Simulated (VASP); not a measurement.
# NaF (Fm-3m) in VASP: further runs

The runs below take NaF through single point, with PBE.

Program: VASP 6.6.1. These are calculated values, not measurements. Logs are shortened: lines on timing, memory, paths and dates and some standing lists are left out, and cuts for length are marked.

## Step 1: The cell of the first run

The structure is cubic, space group Fm-3m (No. 225). The conventional cell has a = 4.572 Å, b = 4.572 Å, c = 4.572 Å, α = 90.00°, β = 90.00°, γ = 90.00°. Na (site symmetry m-3m) has 6 F at 2.29 Å within 3.0 Å. Within 3.0 Å of F (site symmetry m-3m) lie 6 Na at 2.29 Å.

## Step 2: Single point, PBE

Contents of INCAR:

```
SYSTEM = NaF
  PREC = Accurate
  ENCUT = 600
  EDIFF = 1E-6
  ISMEAR = -5
  SIGMA = 0.1
  LREAL = .False.
  LASPH = .True.
  NELM = 120
  ALGO = Normal
  ISIF = 2
  LWAVE = .False.
  LCHARG = .False.
  GGA = PE
  NBANDS = 14
  GGA_COMPAT = .False.
```

Contents of KPOINTS:

```
Automatic mesh
0
Gamma
  8 8 8
  0 0 0
```

Contents of POSCAR:

```
NaF
1.0
    0.0000000000      2.2858943317      2.2858943317
    2.2858943317      0.0000000000      2.2858943317
    2.2858943317      2.2858943317      0.0000000000
Na F
1 1
Direct
    0.0000000000      0.0000000000      0.0000000000
    0.5000000000      0.5000000000      0.5000000000
```

Potentials or basis: VASP PAW PBE potentials, release 64 (Na_pv, F).

Started as:

```bash
cat potpaw_PBE.64/Na_pv/POTCAR potpaw_PBE.64/F/POTCAR > POTCAR
mpirun -np 1 vasp_std > vasp.out
```

OUTCAR:

```text
SYSTEM = NaF
   PREC = Accurate
   ENCUT = 600
   EDIFF = 1E-6
   ISMEAR = -5
   LREAL = .False.
   LASPH = .True.
   NELM = 120
   ISIF = 2
   GGA = PE

 ion  position               nearest neighbor table
   1  0.000  0.000  0.000-   2 2.29   2 2.29   2 2.29   2 2.29   2 2.29   2 2.29
   2  0.500  0.500  0.500-   1 2.29   1 2.29   1 2.29   1 2.29   1 2.29   1 2.29

  LATTYP: Found a face centered cubic cell.
 ALAT       =     4.5717886634

  Lattice vectors:

 A1 = (   0.0000000000,   2.2858943317,   2.2858943317)
 A2 = (   2.2858943317,   0.0000000000,   2.2858943317)
 A3 = (   2.2858943317,   2.2858943317,   0.0000000000)

Analysis of symmetry for initial positions (statically):
=====================================================================
 Subroutine PRICEL returns:
 Original cell was already a primitive cell.

 Routine SETGRP: Setting up the symmetry group for a
 face centered cubic supercell.

 Subroutine GETGRP returns: Found 48 space group operations
 (whereof 48 operations were pure point group operations)
 out of a pool of 48 trial point group operations.

The static configuration has the point symmetry O_h .

Analysis of symmetry for dynamics (positions and initial velocities):
=====================================================================
 Subroutine PRICEL returns:
 Original cell was already a primitive cell.

 Routine SETGRP: Setting up the symmetry group for a
 face centered cubic supercell.

 Subroutine GETGRP returns: Found 48 space group operations
 (whereof 48 operations were pure point group operations)
 out of a pool of 48 trial point group operations.

The dynamic configuration has the point symmetry O_h .

 Subroutine INISYM returns: Found 48 space group operations
 (whereof 48 operations are pure point group operations),
 and found     1 'primitive' translations

----------------------------------------------------------------------------------------

                                     Primitive cell

  volume of cell :      23.8890

  direct lattice vectors                    reciprocal lattice vectors
     0.000000000  2.285894332  2.285894332    -0.218732770  0.218732770  0.218732770
     2.285894332  0.000000000  2.285894332     0.218732770 -0.218732770  0.218732770
     2.285894332  2.285894332  0.000000000     0.218732770  0.218732770 -0.218732770

  length of vectors
     3.232742766  3.232742766  3.232742766     0.378856272  0.378856272  0.378856272

  position of ions in fractional coordinates (direct lattice)
     0.000000000  0.000000000  0.000000000
     0.500000000  0.500000000  0.500000000

  ion indices of the primitive-cell ions
   primitive index   ion index
                 1           1
                 2           2

----------------------------------------------------------------------------------------

 KPOINTS: Automatic mesh

Automatic generation of k-mesh.
 Grid dimensions read from file:
 generate k-points for:    8    8    8

 Generating k-lattice:

  Cartesian coordinates                     Fractional coordinates (reciprocal lattice)
    -0.027341596  0.027341596  0.027341596     0.125000000  0.000000000  0.000000000
     0.027341596 -0.027341596  0.027341596     0.000000000  0.125000000  0.000000000
     0.027341596  0.027341596 -0.027341596     0.000000000  0.000000000  0.125000000

  Length of vectors
     0.047357034  0.047357034  0.047357034

  Shift w.r.t. Gamma in fractional coordinates (k-lattice)
     0.000000000  0.000000000  0.000000000

 TETIRR: Found     76 inequivalent tetrahedra from     3072

 Subroutine IBZKPT returns following result:
 ===========================================

 Found     29 irreducible k-points:

 Following reciprocal coordinates:
            Coordinates               Weight
  0.000000  0.000000  0.000000      1.000000
  0.125000  0.000000  0.000000      8.000000
  0.250000  0.000000  0.000000      8.000000
  0.375000  0.000000  0.000000      8.000000
  0.500000  0.000000  0.000000      4.000000
  0.125000  0.125000  0.000000      6.000000
[... 16 lines left out ...]
  0.500000  0.250000  0.125000     48.000000
 -0.375000  0.250000  0.125000     24.000000
 [... further k-points ...]
   k-points           NKPTS =     29   k-points in BZ     NKDIM =     29   number of bands    NBANDS=     14
   number of dos      NEDOS =    301   number of ions     NIONS =      2
   total plane-waves  NPLWV =  21952
   dimension x,y,z NGX =    28 NGY =   28 NGZ =   28
   dimension x,y,z NGXF=    56 NGYF=   56 NGZF=   56
   ions per type =               1   1
   NGX,Y,Z   is equivalent  to a cutoff of  14.40, 14.40, 14.40 a.u.
   NGXF,Y,Z  is equivalent  to a cutoff of  28.80, 28.80, 28.80 a.u.
 SYSTEM =  NaF
   PREC   = accura    normal or accurate (medium, high low for compatibility)
   ISTART =      0    job   : 0-new  1-cont  2-samecut
   ICHARG =      2    charge: 1-file 2-atom 10-const
   ISPIN  =      1    spin polarized calculation?
   LNONCOLLINEAR =      F non collinear calculations
   LSORBIT =      F    spin-orbit coupling
   LASPH  =      T    aspherical Exc in radial PAW
   ENCUT  =  600.0 eV  44.10 Ry    6.64 a.u.   6.46  6.46  6.46*2*pi/ulx,y,z
   NELM   =    120;   NELMIN=  2; NELMDL= -5     # of ELM steps
   EDIFF  = 0.1E-05   stopping-criterion for ELM
   LREAL  =      F    real-space projection
   EDIFFG = 0.1E-04   stopping-criterion for IOM
   NSW    =      0    number of steps for IOM
   IBRION =     -1    ionic relax: 0-MD 1-quasi-New 2-CG
   NFREE  =      0    steps in history (QN), initial steepest desc. (CG)
   ISIF   =      2    stress and relaxation
   ISYM   =      2    0-nonsym 1-usesym 2-fastsym
   POTIM  = 0.5000    time-step for ionic-motion
   TEBEG  =    0.0;   TEEND  =   0.0 temperature during run
   PSTRESS=    0.0 pullay stress
   NELECT =      14.0000    total number of electrons
   NUPDOWN=      -1.0000    fix difference up-down
   EMIN   =  10.00;   EMAX   =-10.00  energy-range for DOS
   EFERMI =   0.00;   METHOD = LEGACY
   ISMEAR =    -5;   SIGMA  =   0.10  broadening in eV -4-tet -1-fermi 0-gaus
   EFERMI_NEDOS =   21; number of points for ismear=-14 and -15
   IALGO  =     38    algorithm
   IMIX   =      4    mixing-type and parameters
     AMIX     =   0.40;   BMIX     =  1.00
     AMIX_MAG =   1.60;   BMIX_MAG =  1.00
  volume/ion in A,a.u.               =      11.94        80.61
  Fermi-wavevector in a.u.,A,eV,Ry     =   1.369992  2.588909 25.536476  1.876878
  Thomas-Fermi vector in A             =   2.495818
   LORBIT       =      0    0 simple, 1 ext, 2 COOP (PROOUT), +10 PAW based schemes
   GGA     = PE    functional components
   LHFCALC =     F    Hartree Fock is set to
   AEXX    =    0.0000 exact exchange contribution
   IVDW    =     0    specifies the selected vdW correction
   LEPSILON=     F    determine dielectric tensor
   LRPA    =     F    only Hartree local field effects (RPA)
 non-spin polarized calculation
 Fermi weights with tetrahedron method with Bloechl corrections
  energy-cutoff  :      600.00
  volume of cell :       23.89
 maximum number of plane-waves:       821
 NGX is ok and might be reduce to    28
   NGX = 13   NGY = 13   NGZ = 13

 number of electron      13.9999999 magnetization

 Free energy of the ion-electron system (eV)
  ---------------------------------------------------
  ext. energy  EPLUGINS =         0.00000000
  ---------------------------------------------------
  free energy    TOTEN  =        -8.54210306 eV

  energy without entropy =       -8.54210306  energy(sigma->0) =       -8.54210306

 E-fermi :  -1.8460     XC(G=0):  -9.3501

 val. band max:       -1.9047887720   @ k =   0.0000   0.0000   0.0000
 cond. band min:       4.6214611776   @ k =   0.0000   0.0000   0.0000
 fundamental gap:      6.5262499496
 Fermi energy:        -1.8460437041

 k-point     1 :       0.0000    0.0000    0.0000
  band No.  band energies     occupation
      1     -21.1489      2.00000
      2     -20.7303      2.00000
      3     -20.7303      2.00000
      4     -20.7303      2.00000
      5      -1.9048      2.00000
      6      -1.9048      2.00000
      7      -1.9048      2.00000
      8       4.6215      0.00000
      9      17.3647      0.00000
     10      17.3647      0.00000
     11      17.3647      0.00000
     12      20.3142      0.00000
     13      22.5360      0.00000
     14      22.5360      0.00000

 k-point     2 :       0.1250    0.0000    0.0000
  band No.  band energies     occupation
      1     -21.3177      2.00000
      2     -20.7323      2.00000
      3     -20.7323      2.00000
      4     -20.5392      2.00000
      5      -2.2156      2.00000
      6      -1.9459      2.00000
      7      -1.9459      2.00000
      8       5.1832      0.00000
      9      15.6131      0.00000
     10      17.6207      0.00000
     11      17.6207      0.00000
     12      21.9927      0.00000
     13      21.9927      0.00000
     14      22.2892      0.00000

 k-point     3 :       0.2500    0.0000    0.0000
  band No.  band energies     occupation
      1     -21.5444      2.00000
      2     -20.7371      2.00000
      3     -20.7371      2.00000
      4     -20.2575      2.00000
      5      -2.8495      2.00000
      6      -2.0442      2.00000
      7      -2.0442      2.00000
      8       6.5320      0.00000
      9      13.5188      0.00000
     10      18.1976      0.00000
     11      18.1976      0.00000
     12      21.3427      0.00000
     13      21.3427      0.00000
     14      23.0829      0.00000
[... 324 lines left out ...]
 k-point    23 :       0.5000    0.2500    0.1250
  band No.  band energies     occupation
      1     -21.5597      2.00000
      2     -20.7891      2.00000
      3     -20.7574      2.00000
      4     -20.1553      2.00000
      5      -3.2080      2.00000
      6      -2.4324      2.00000
      7      -2.2245      2.00000
      8       9.0622      0.00000
      9      11.9502      0.00000
     10      15.9599      0.00000
     11      17.8492      0.00000
     12      20.1068      0.00000
     13      22.2311      0.00000
     14      26.5072      0.00000

 k-point    24 :      -0.3750    0.2500    0.1250
  band No.  band energies     occupation
      1     -21.5741      2.00000
      2     -20.7926      2.00000
      3     -20.7657      2.00000
      4     -20.1232      2.00000
      5      -3.2837      2.00000
      6      -2.5150      2.00000
      7      -2.2648      2.00000
      8      10.1569      0.00000
      9      11.1423      0.00000
     10      15.6528      0.00000
     11      17.5478      0.00000
     12      20.7229      0.00000
     13      21.8222      0.00000
     14      26.7435      0.00000

 [... further k-points ...]
[... 5 lines left out ...]
  --------------------------------------------------------------------------------------
  -------------------------------------------------------------------------------------
  Total        0.6457128      0.6457128      0.6457128     -0.0000000     -0.0000000     -0.0000000
  in kB       43.3063470     43.3063470     43.3063470     -0.0000000     -0.0000000     -0.0000000
  external PRESSURE =      43.3063470 kB  Pullay stress =       0.0000000 kB

 VOLUME and BASIS-vectors are now :
 -----------------------------------------------------------------------------
  energy-cutoff  :      600.00
  volume of cell :       23.89
      direct lattice vectors                 reciprocal lattice vectors
     0.000000000  2.285894332  2.285894332    -0.218732770  0.218732770  0.218732770
     2.285894332  0.000000000  2.285894332     0.218732770 -0.218732770  0.218732770
     2.285894332  2.285894332  0.000000000     0.218732770  0.218732770 -0.218732770

 POSITION                                       TOTAL-FORCE (eV/Angst)
 -----------------------------------------------------------------------------------
      0.00000      0.00000      0.00000         0.000000      0.000000      0.000000
      2.28589      2.28589      2.28589        -0.000000     -0.000000      0.000000
 -----------------------------------------------------------------------------------
    total drift:                                0.000000      0.000000      0.000000

  FREE ENERGIE OF THE ION-ELECTRON SYSTEM (eV)
  ---------------------------------------------------
  free  energy   TOTEN  =        -8.5421030615 eV

  energy  without entropy=       -8.5421030615  energy(sigma->0) =       -8.54210306
```

It took 6.7 s on 1 thread of AMD EPYC 9R45 (Zen 5), shared host; peak memory 0.12 GiB.

Results:

* Free energy: -8.5421 eV
* Pressure: 4.3 GPa
* Band gap on the k mesh: 6.53 eV

Caveat: the cell stands under pressure.

## Step 3: Single point, PBE, non-collinear spin, zero start, spin-orbit coupling

Contents of INCAR:

```
SYSTEM = NaF
  ALGO = Normal
  EDIFF = 1E-6
  ENCUT = 600
  GGA = PE
  GGA_COMPAT = .FALSE.
  ISIF = 2
  ISMEAR = 1
  LASPH = .TRUE.
  LCHARG = .TRUE.
  LNONCOLLINEAR = .TRUE.
  LORBIT = 11
  LORBMOM = .TRUE.
  LREAL = .FALSE.
  LSORBIT = .TRUE.
  LVHAR = .TRUE.
  LWAVE = .FALSE.
  MAGMOM = 0 0 0 0 0 0
  NBANDS = 26
  NELM = 200
  PREC = Accurate
  SIGMA = 0.06802846561497
```

Contents of KPOINTS:

```
k-points
0
G
  3 3 3
  0 0 0
```

POSCAR is that of step 2.

Potentials or basis: VASP PAW PBE potentials, release 64 (Na_pv, F).

Started as:

```bash
cat potpaw_PBE.64/Na_pv/POTCAR potpaw_PBE.64/F/POTCAR > POTCAR
mpirun -np 1 vasp_ncl > vasp.out
```

Wall time 8.1 s (1 thread of AMD EPYC 9R45 (Zen 5), shared host); peak memory 0.19 GiB.

The run converged. Its results:

| Property | Result |
| --- | --- |
| Free energy | -8.5363 eV |
| Pressure | 4.4 GPa |
| Net moment | 0.00 μB per cell |
| Valence electrons inside the program's atomic spheres | Na 6.05; F 6.12 |

Moments on the atoms (μB; x, y, z):
```
Na  0.00 0.00 0.00
F   0.00 0.00 0.00
```

Caveat: the k points lie up to 0.79 Å⁻¹ apart.

## Step 4: Single point, PBE

Contents of INCAR:

```
PREC = Accurate
ENCUT = 600
EDIFF = 1E-6
ISMEAR = 0
SIGMA = 0.1
LREAL = F
LASPH = T
NELM = 120
ALGO = Normal
ISIF = 2
LWAVE = F
LCHARG = F
GGA = PE
ISYM = 0
NBANDS = 14
GGA_COMPAT = F
```

Contents of KPOINTS:

```
Automatic mesh
0
Gamma
  4 4 4
  0.5 0.5 0
```

POSCAR is that of step 3.

Started as:

```bash
cat potpaw_PBE.64/Na_pv/POTCAR potpaw_PBE.64/F/POTCAR > POTCAR
mpirun -np 1 vasp_std > vasp.out
```

Run time: 19 s. Hardware: 1 thread of AMD EPYC 9R45 (Zen 5), shared host; peak memory 0.14 GiB.

Results (log left out):

- Free energy: -8.5424 eV
- Pressure: 4.3 GPa
- Band gap on the k mesh: 7.33 eV

Levels at points of the mesh, in eV from the valence-band top:
```
           k point  band 4  band 5  band 6  band 7  band 8  band 9  band 10  band 11
(0.12, 0.12, 0.00)  -18.54   -0.29    0.00    0.00    7.33   17.37    19.51    19.51
```

Caveat: the k points lie up to 0.60 Å⁻¹ apart; a shifted mesh leaves out Γ, where band edges can lie. A k mesh can miss the band edges.

(Part 1 of 2 ends here.)
